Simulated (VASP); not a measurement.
Runs of VASP 6.6.1 on RbGe2Sb3. The structure is that of space group P6/mmm (No. 191), or close to it. The cells are those of the table. 

```tsv
task	cell	k mesh	cutoff (eV)	gap on the mesh (eV)	pressure (GPa)	relaxed volume (Å³/atom)
relaxation of cell and atoms	relaxed from a = 7.183, b = 7.183, c = 4.154 Å, angles 90.0, 90.0, 120.0°, 6 atoms	6 × 6 × 10	600	none	0.0	(a)
single point	a = 6.950, b = 6.950, c = 4.413 Å, angles 90.0, 90.0, 120.0°, 6 atoms	6 × 6 × 10	520	none	0.0	-
single point	a = 7.183, b = 7.183, c = 4.154 Å, angles 90.0, 90.0, 120.0°, 6 atoms	3 × 3 × 4	520	none	0.1	-
relaxation of cell and atoms	relaxed from a = 6.682, b = 6.682, c = 4.068 Å, angles 90.0, 90.0, 120.0°, 6 atoms	3 × 3 × 4	600	none	0.0	31.03
```

Alike in all rows: level PBE; potentials or basis VASP PAW PBE potentials, release 64 (Rb_sv, Ge_d, Sb); no spin polarisation; smearing gaussian 0.1 eV.

Problem. Estimate the missing entries.

Solution. (a) 30.71.

Caveats: some runs use coarse meshes; spin-orbit coupling is left out, which moves the levels of the heavy elements; the volume moved by over 15 % at a fixed basis, so the end points are rough (at least some runs).

A k mesh can miss the band edges, and the runs leave out spin-orbit coupling on Ge, Rb, Sb.

A gap of «none» marks levels without a gap at the run's occupations.
